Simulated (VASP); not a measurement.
# GeCl2 (Fm-3m) in VASP: further runs

The runs below take GeCl2 through single point, relaxation of cell and atoms, with PBE, r2SCAN.

Everything below comes from runs of VASP 6.6.1. Logs are shortened: lines on timing, memory, paths and dates and some standing lists are left out, and cuts for length are marked.

### Step 1. The cell of the first run

The structure is cubic, space group Fm-3m (No. 225). The conventional cell has a = 6.685 Å, b = 6.685 Å, c = 6.685 Å, α = 90.00°, β = 90.00°, γ = 90.00°. Ge (site symmetry m-3m) has 8 Cl at 2.89 Å within 3.8 Å. Within 3.8 Å of Cl (site symmetry -43m) lie 4 Ge at 2.89 Å and 6 Cl at 3.34 Å.

### Step 2. Single point, PBE (24.89 Å³/atom)

File INCAR:

```
PREC = Accurate ; ENCUT = 520
EDIFF = 1E-6 ; ISMEAR = 0
SIGMA = 0.02 ; LREAL = F
LASPH = T ; NELM = 80
ALGO = Normal ; ISIF = 2
LWAVE = F ; LCHARG = F
GGA = PE ; NBANDS = 21
```

File KPOINTS:

```
Automatic mesh
0
Gamma
  6 6 6
```

File POSCAR:

```
GeCl2
1.0
    0.0000000000      3.3423911577      3.3423911577
    3.3423911577      0.0000000000      3.3423911577
    3.3423911577      3.3423911577      0.0000000000
Ge Cl
1 2
Direct
    0.0000000000      0.0000000000      0.0000000000
    0.2500000000      0.2500000000      0.2500000000
    0.7500000000      0.7500000000      0.7500000000
```

Potentials or basis: VASP PAW PBE potentials, release 64 (Ge_d, Cl).

The run is started by

```console
$ cat potpaw_PBE.64/Ge_d/POTCAR potpaw_PBE.64/Cl/POTCAR > POTCAR
$ mpirun -np 1 vasp_std > vasp.out
```

OUTCAR:

```text
PREC = Accurate
   ENCUT = 520
   EDIFF = 1E-6
   ISMEAR = 0
   LREAL = F
   LASPH = T
   NELM = 80
   ISIF = 2
   GGA = PE

 ion  position               nearest neighbor table
   1  0.000  0.000  0.000-
   2  0.250  0.250  0.250-
   3  0.750  0.750  0.750-

  LATTYP: Found a face centered cubic cell.
 ALAT       =     6.6847823154

  Lattice vectors:

 A1 = (   0.0000000000,   3.3423911577,   3.3423911577)
 A2 = (   3.3423911577,   0.0000000000,   3.3423911577)
 A3 = (   3.3423911577,   3.3423911577,   0.0000000000)

Analysis of symmetry for initial positions (statically):
=====================================================================
 Subroutine PRICEL returns:
 Original cell was already a primitive cell.

 Routine SETGRP: Setting up the symmetry group for a
 face centered cubic supercell.

 Subroutine GETGRP returns: Found 48 space group operations
 (whereof 48 operations were pure point group operations)
 out of a pool of 48 trial point group operations.

The static configuration has the point symmetry O_h .

Analysis of symmetry for dynamics (positions and initial velocities):
=====================================================================
 Subroutine PRICEL returns:
 Original cell was already a primitive cell.

 Routine SETGRP: Setting up the symmetry group for a
 face centered cubic supercell.

 Subroutine GETGRP returns: Found 48 space group operations
 (whereof 48 operations were pure point group operations)
 out of a pool of 48 trial point group operations.

The dynamic configuration has the point symmetry O_h .

 Subroutine INISYM returns: Found 48 space group operations
 (whereof 48 operations are pure point group operations),
 and found     1 'primitive' translations

----------------------------------------------------------------------------------------

                                     Primitive cell

  volume of cell :      74.6796

  direct lattice vectors                    reciprocal lattice vectors
     0.000000000  3.342391158  3.342391158    -0.149593502  0.149593502  0.149593502
     3.342391158  0.000000000  3.342391158     0.149593502 -0.149593502  0.149593502
     3.342391158  3.342391158  0.000000000     0.149593502  0.149593502 -0.149593502

  length of vectors
     4.726854906  4.726854906  4.726854906     0.259103547  0.259103547  0.259103547

  position of ions in fractional coordinates (direct lattice)
     0.000000000  0.000000000  0.000000000
     0.250000000  0.250000000  0.250000000
     0.750000000  0.750000000  0.750000000

  ion indices of the primitive-cell ions
   primitive index   ion index
                 1           1
                 2           2
                 3           3

----------------------------------------------------------------------------------------

 KPOINTS: Automatic mesh

Automatic generation of k-mesh.
 Grid dimensions read from file:
 generate k-points for:    6    6    6

 Generating k-lattice:

  Cartesian coordinates                     Fractional coordinates (reciprocal lattice)
    -0.024932250  0.024932250  0.024932250     0.166666667  0.000000000  0.000000000
     0.024932250 -0.024932250  0.024932250     0.000000000  0.166666667  0.000000000
     0.024932250  0.024932250 -0.024932250     0.000000000  0.000000000  0.166666667

  Length of vectors
     0.043183924  0.043183924  0.043183924

  Shift w.r.t. Gamma in fractional coordinates (k-lattice)
     0.000000000  0.000000000  0.000000000

 Subroutine IBZKPT returns following result:
 ===========================================

 Found     16 irreducible k-points:

 Following reciprocal coordinates:
            Coordinates               Weight
  0.000000  0.000000  0.000000      1.000000
  0.166667  0.000000  0.000000      8.000000
  0.333333  0.000000  0.000000      8.000000
  0.500000  0.000000  0.000000      4.000000
  0.166667  0.166667  0.000000      6.000000
  0.333333  0.166667  0.000000     24.000000
[... 8 lines left out ...]
 -0.333333  0.333333  0.166667     24.000000
 -0.333333  0.500000  0.166667     12.000000
   k-points           NKPTS =     16   k-points in BZ     NKDIM =     16   number of bands    NBANDS=     21
   number of dos      NEDOS =    301   number of ions     NIONS =      3
   total plane-waves  NPLWV =  46656
   dimension x,y,z NGX =    36 NGY =   36 NGZ =   36
   dimension x,y,z NGXF=    72 NGYF=   72 NGZF=   72
   ions per type =               1   2
   NGX,Y,Z   is equivalent  to a cutoff of  12.66, 12.66, 12.66 a.u.
   NGXF,Y,Z  is equivalent  to a cutoff of  25.32, 25.32, 25.32 a.u.
 SYSTEM =  unknown system
   PREC   = accura    normal or accurate (medium, high low for compatibility)
   ISTART =      0    job   : 0-new  1-cont  2-samecut
   ICHARG =      2    charge: 1-file 2-atom 10-const
   ISPIN  =      1    spin polarized calculation?
   LNONCOLLINEAR =      F non collinear calculations
   LSORBIT =      F    spin-orbit coupling
   LASPH  =      T    aspherical Exc in radial PAW
   ENCUT  =  520.0 eV  38.22 Ry    6.18 a.u.   8.79  8.79  8.79*2*pi/ulx,y,z
   NELM   =     80;   NELMIN=  2; NELMDL= -5     # of ELM steps
   EDIFF  = 0.1E-05   stopping-criterion for ELM
   LREAL  =      F    real-space projection
   EDIFFG = 0.1E-04   stopping-criterion for IOM
   NSW    =      0    number of steps for IOM
   IBRION =     -1    ionic relax: 0-MD 1-quasi-New 2-CG
   NFREE  =      0    steps in history (QN), initial steepest desc. (CG)
   ISIF   =      2    stress and relaxation
   ISYM   =      2    0-nonsym 1-usesym 2-fastsym
   POTIM  = 0.5000    time-step for ionic-motion
   TEBEG  =    0.0;   TEEND  =   0.0 temperature during run
   PSTRESS=    0.0 pullay stress
   NELECT =      28.0000    total number of electrons
   NUPDOWN=      -1.0000    fix difference up-down
   EMIN   =  10.00;   EMAX   =-10.00  energy-range for DOS
   EFERMI =   0.00;   METHOD = LEGACY
   ISMEAR =     0;   SIGMA  =   0.02  broadening in eV -4-tet -1-fermi 0-gaus
   EFERMI_NEDOS =   21; number of points for ismear=-14 and -15
   IALGO  =     38    algorithm
   IMIX   =      4    mixing-type and parameters
     AMIX     =   0.40;   BMIX     =  1.00
     AMIX_MAG =   1.60;   BMIX_MAG =  1.00
  volume/ion in A,a.u.               =      24.89       167.99
  Fermi-wavevector in a.u.,A,eV,Ry     =   1.180484  2.230792 18.960308  1.393543
  Thomas-Fermi vector in A             =   2.316776
   LORBIT       =      0    0 simple, 1 ext, 2 COOP (PROOUT), +10 PAW based schemes
   GGA     = PE    functional components
   LHFCALC =     F    Hartree Fock is set to
   AEXX    =    0.0000 exact exchange contribution
   IVDW    =     0    specifies the selected vdW correction
   LEPSILON=     F    determine dielectric tensor
   LRPA    =     F    only Hartree local field effects (RPA)
 non-spin polarized calculation
 Gauss-broadening in eV      SIGMA  =   0.02
  energy-cutoff  :      520.00
  volume of cell :       74.68
 maximum number of plane-waves:      2044
   NGX = 17   NGY = 17   NGZ = 17

 number of electron      28.0000007 magnetization

 Free energy of the ion-electron system (eV)
  ---------------------------------------------------
  ext. energy  EPLUGINS =         0.00000000
  ---------------------------------------------------
  free energy    TOTEN  =       -10.05638520 eV

  energy without entropy =      -10.05638520  energy(sigma->0) =      -10.05638520

 E-fermi :   1.4265     XC(G=0):  -8.8278

 val. band max:        1.3256339271   @ k =   0.5000   0.0000   0.0000
 cond. band min:       4.0462327348   @ k =   0.3333   0.3333   0.0000
 fundamental gap:      2.7205988077
 Fermi energy:         1.4265467026

 k-point     1 :       0.0000    0.0000    0.0000
  band No.  band energies     occupation
      1     -22.7698      2.00000
      2     -22.7698      2.00000
      3     -22.7682      2.00000
      4     -22.7682      2.00000
      5     -22.7682      2.00000
      6     -12.9407      2.00000
[... 13 lines left out ...]
     20       9.8688      0.00000
     21      15.0223      0.00000

 k-point     2 :       0.1667    0.0000    0.0000
  band No.  band energies     occupation
      1     -22.7697      2.00000
      2     -22.7697      2.00000
      3     -22.7684      2.00000
      4     -22.7681      2.00000
      5     -22.7681      2.00000
      6     -12.8306      2.00000
[... 13 lines left out ...]
     20      10.4381      0.00000
     21      13.6853      0.00000

 k-point     3 :       0.3333    0.0000    0.0000
  band No.  band energies     occupation
      1     -22.7698      2.00000
      2     -22.7698      2.00000
      3     -22.7688      2.00000
      4     -22.7678      2.00000
      5     -22.7678      2.00000
      6     -12.5334      2.00000
[... 13 lines left out ...]
     20      11.0080      0.00000
     21      13.8532      0.00000

 k-point     4 :       0.5000    0.0000    0.0000
  band No.  band energies     occupation
      1     -22.7698      2.00000
      2     -22.7698      2.00000
      3     -22.7689      2.00000
      4     -22.7676      2.00000
      5     -22.7676      2.00000
      6     -12.1638      2.00000
[... 13 lines left out ...]
     20      11.2572      0.00000
     21      13.3257      0.00000

 k-point     5 :       0.1667    0.1667    0.0000
  band No.  band energies     occupation
      1     -22.7698      2.00000
      2     -22.7697      2.00000
      3     -22.7686      2.00000
      4     -22.7680      2.00000
      5     -22.7680      2.00000
      6     -12.7986      2.00000
[... 13 lines left out ...]
     20      10.6916      0.00000
     21      14.0283      0.00000
[... 190 lines left out ...]
     20      11.8641      0.00000
     21      13.9704      0.00000

 k-point    14 :       0.5000    0.3333    0.1667
  band No.  band energies     occupation
      1     -22.7699      2.00000
      2     -22.7696      2.00000
      3     -22.7689      2.00000
      4     -22.7678      2.00000
      5     -22.7675      2.00000
      6     -12.3603      2.00000
[... 13 lines left out ...]
     20      12.0390      0.00000
     21      12.9112      0.00000

 k-point    15 :      -0.3333    0.3333    0.1667
  band No.  band energies     occupation
      1     -22.7698      2.00000
      2     -22.7696      2.00000
      3     -22.7686      2.00000
      4     -22.7683      2.00000
      5     -22.7673      2.00000
      6     -12.0984      2.00000
[... 13 lines left out ...]
     20      12.3113      0.00000
     21      12.4192      0.00000

 k-point    16 :      -0.3333    0.5000    0.1667
  band No.  band energies     occupation
      1     -22.7699      2.00000
      2     -22.7695      2.00000
      3     -22.7691      2.00000
      4     -22.7678      2.00000
      5     -22.7672      2.00000
      6     -12.1890      2.00000
[... 13 lines left out ...]
     20      12.2350      0.00000
     21      12.7652      0.00000

------------------------ aborting loop because EDIFF is reached ----------------------------------------

  FORCE on cell =-STRESS in cart. coord.  units (eV):
  Direction    XX          YY          ZZ          XY          YZ          ZX
  --------------------------------------------------------------------------------------
  -------------------------------------------------------------------------------------
  Total       -0.6168713     -0.6168713     -0.6168713      0.0000000     -0.0000000      0.0000000
  in kB      -13.2343709    -13.2343709    -13.2343709      0.0000000     -0.0000000      0.0000000
  external PRESSURE =     -13.2343709 kB  Pullay stress =       0.0000000 kB

 VOLUME and BASIS-vectors are now :
 -----------------------------------------------------------------------------
  energy-cutoff  :      520.00
  volume of cell :       74.68
      direct lattice vectors                 reciprocal lattice vectors
     0.000000000  3.342391158  3.342391158    -0.149593502  0.149593502  0.149593502
     3.342391158  0.000000000  3.342391158     0.149593502 -0.149593502  0.149593502
     3.342391158  3.342391158  0.000000000     0.149593502  0.149593502 -0.149593502

 POSITION                                       TOTAL-FORCE (eV/Angst)
 -----------------------------------------------------------------------------------
      0.00000      0.00000      0.00000        -0.000000      0.000000      0.000000
      1.67120      1.67120      1.67120         0.000000      0.000000      0.000000
      5.01359      5.01359      5.01359        -0.000000     -0.000000     -0.000000
 -----------------------------------------------------------------------------------
    total drift:                               -0.000000      0.000000      0.000000

  FREE ENERGIE OF THE ION-ELECTRON SYSTEM (eV)
  ---------------------------------------------------
  free  energy   TOTEN  =       -10.0563852013 eV

  energy  without entropy=      -10.0563852013  energy(sigma->0) =      -10.05638520
```

Run time: 17 s. Hardware: 1 thread of Intel Xeon Platinum 8488C (Sapphire Rapids), shared host; peak memory 0.2 GiB.

Results:

```yaml
Free_energy: -10.0564 eV
Pressure: -1.3 GPa
Band_gap_on_the_k_mesh: 2.72 eV (least direct gap 3.00 eV)
```

A k mesh can miss the band edges.

(Part 1 of 2 ends here.)
